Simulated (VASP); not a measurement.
A run of VASP 6.6.1 is set up as follows.

INCAR

```
SYSTEM = TiB2SbC3
PREC     = Accurate       ! precision mode
ENCUT    = 520            ! plane-wave cutoff, eV
EDIFF    = 1E-6           ! SCF threshold, eV
ISMEAR   = 0              ! smearing method
SIGMA    = 0.1            ! smearing width, eV
LREAL    = .False.        ! projectors in reciprocal space
LASPH    = .True.         ! aspherical terms in the spheres
NELM     = 100            ! most SCF steps
ALGO     = Normal         ! electronic algorithm
ISIF     = 2              ! what is computed and relaxed
LWAVE    = .False.        ! write WAVECAR
LCHARG   = .False.        ! write CHGCAR
GGA      = PE             ! functional
NBANDS   = 26             ! bands
```

KPOINTS

```
Automatic mesh
0
Gamma
  6 6 2
  0 0 0
```

POSCAR

```
TiB2SbC3
1.0
    3.4558941500      0.0000000000      0.0000000000
    0.0000000000      3.4558941500      0.0000000000
    0.0000000000      0.0000000000      7.9831832700
Ti B Sb C
1 2 1 3
Direct
    0.5000000000      0.5000000000      0.5000000000
    0.5000000000      0.5000000000      0.2558259200
    0.5000000000      0.5000000000      0.7441740800
    0.0000000000      0.0000000000      0.0000000000
    0.0000000000      0.5000000000      0.5000000000
    0.5000000000      0.0000000000      0.5000000000
    0.0000000000      0.0000000000      0.5000000000
```

Potentials or basis: VASP PAW PBE potentials, release 64 (Ti_sv, B, Sb, C).

Run with:

```bash
$ cat potpaw_PBE.64/Ti_sv/POTCAR potpaw_PBE.64/B/POTCAR potpaw_PBE.64/Sb/POTCAR potpaw_PBE.64/C/POTCAR > POTCAR
$ mpirun -np 1 vasp_std > vasp.out
```

Q: What does it give for the band gap on the k mesh?

A: Zero (an odd number of electrons rules out a gap without spin polarisation).

Q: What does it give for the largest force?

A: 4.020 eV/Å.

Q: Estimate the pressure.

A: 28.2 GPa.

Forces in eV/Å, atoms in the order of the input:
```
Ti   0.000  0.000  0.000
B    0.000  0.000 -4.020
B    0.000  0.000  4.020
Sb   0.000  0.000  0.000
C    0.000  0.000  0.000
C    0.000  0.000  0.000
C    0.000  0.000  0.000
```

Caveat: the k points lie up to 0.39 Å⁻¹ apart, too coarse for converged energies and pressures of a metal; spin-orbit coupling is left out, which moves the levels of the heavy elements; an odd number of electrons without spin polarisation forces a metal; a magnetic or distorted state may lie lower.
